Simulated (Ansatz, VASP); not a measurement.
## BaRu3 in VASP and in Ansatz

File INCAR:

```
  ALGO = Normal
  EDIFF = 1E-6
  ENCUT = 560
  GGA = PS
  GGA_COMPAT = False
  ISIF = 2
  ISMEAR = 0
  LASPH = True
  LCHARG = True
  LELF = True
  LREAL = False
  LVHAR = True
  LWAVE = False
  NBANDS = 37
  NELM = 120
  PREC = Accurate
  SIGMA = 0.05
```

File KPOINTS:

```
k-points
0
Gamma
  8 8 8
```

POSCAR

```
BaRu3
1.0
    4.1224780763      0.0000000000      0.0000000000
    0.0000000000      4.1224780763      0.0000000000
    0.0000000000      0.0000000000      4.1224780763
Ba Ru
1 3
Direct
    0.0000000000      0.0000000000      0.0000000000
    0.0000000000      0.5000000000      0.5000000000
    0.5000000000      0.5000000000      0.0000000000
    0.5000000000      0.0000000000      0.5000000000
```

Input for Ansatz:

```yaml
crystal:
  lattice:
    - [4.1224780763, 0.0, 0.0]
    - [0.0, 4.1224780763, 0.0]
    - [0.0, 0.0, 4.1224780763]
  atoms:
    - { symbol: Ba, position: [0.0, 0.0, 0.0] }
    - { symbol: Ru, position: [0.0, 0.5, 0.5] }
    - { symbol: Ru, position: [0.5, 0.5, 0.0] }
    - { symbol: Ru, position: [0.5, 0.0, 0.5] }
basis:
  ecutwfc: 420
  ecutrho_ratio: 4
kpoints:
  mp_grid: { grid: [8, 8, 8] }
hamiltonian:
  xc: pbesol
scf:
  occupations: { method: gaussian, width: 0.05 }
output:
  forces: true
  stress: true
  eigenvalues: true
```

Alike in both runs: task single point; functional PBEsol; k mesh 8 × 8 × 8; occupations gaussian, width 0.05 eV; no spin polarisation.

|  | VASP | Ansatz |
| --- | --- | --- |
| version | VASP 6.6.1 | Ansatz 0.2.0 |
| potentials or method | VASP PAW PBE potentials, release 64 (Ba_sv, Ru_sv), cutoff 560 eV | scalar-relativistic, plane waves, PAW |
| valence electrons in the cell | 58 | 58 |

|  | VASP | Ansatz | Ansatz less VASP |
| --- | --- | --- | --- |
| gap on the k mesh at the Fermi level (eV) | none | none | - |
| pressure (GPa) | -0.2 | -4.9 | -4.63 |

VASP's potentials were made for PBE, not for PBEsol. A gap of «none» marks a metal or a gap that the smearing closes. One of these differences is far larger than is usual between the two programs; its cause wasn't traced.

Spin-orbit coupling is off throughout.
